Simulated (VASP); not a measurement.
## Pd: single point with PBEsol-based screened hybrid with 25 % exact exchange

Crystal: Pd.

```
CELL_PARAMETERS angstrom
-1.53320 1.53320 1.53320
1.53320 -1.53320 1.53320
1.53320 1.53320 -1.53320
ATOMIC_POSITIONS crystal
Pd 0.00000 0.00000 0.00000
```

This isn't the form of Pd at room conditions, which is fcc.

```json
{
  "Program": "VASP 6.6.1",
  "Task": "single point",
  "Functional": "PBEsol-based screened hybrid with 25 % exact exchange",
  "Potentials or basis": "VASP PAW PBE potentials, release 64 (Pd)",
  "Cutoff": "520 eV",
  "k mesh": "6 × 6 × 6",
  "Occupations": "fermi-dirac, width 0.05 eV",
  "Spin": "no spin polarisation",
  "Dipole correction": "no",
  "Grid for exact exchange (PRECFOCK)": "Normal",
  "Share of exact exchange": "0.25",
  "Further INCAR settings": "ALGO = Normal; EDIFF = 1e-06; NBANDS = 11",
  "Screening parameter": "0.207 1/Å"
}
```

```json
{"Pressure": "0.4 GPa", "Band gap on the k mesh": "zero (bands 5 and 6 overlap by 2.40 eV)"}
```

Levels at points of the mesh, in eV from the Fermi level:
```
           k point  band 3  band 4  band 5  band 6  band 7  band 8
(0.00, 0.00, 0.00)   -3.37   -3.37   -1.35   -1.35   21.32   21.32
(0.50, 0.00, 0.00)   -1.32   -0.98    1.05    2.23    9.83   16.96
(0.50, 0.50, 0.50)    0.63    0.63    0.63   10.91   10.91   10.91
```

It took 2.9 min on 1 thread of Intel(R) Xeon(R) 6975P-C (Granite Rapids) (shared host), peak memory 0.23 GiB.

Caveat: the k points lie up to 0.48 Å⁻¹ apart, too coarse for converged energies and pressures of a metal; the PAW data sets were made with another functional, which shifts forces and pressure a little.
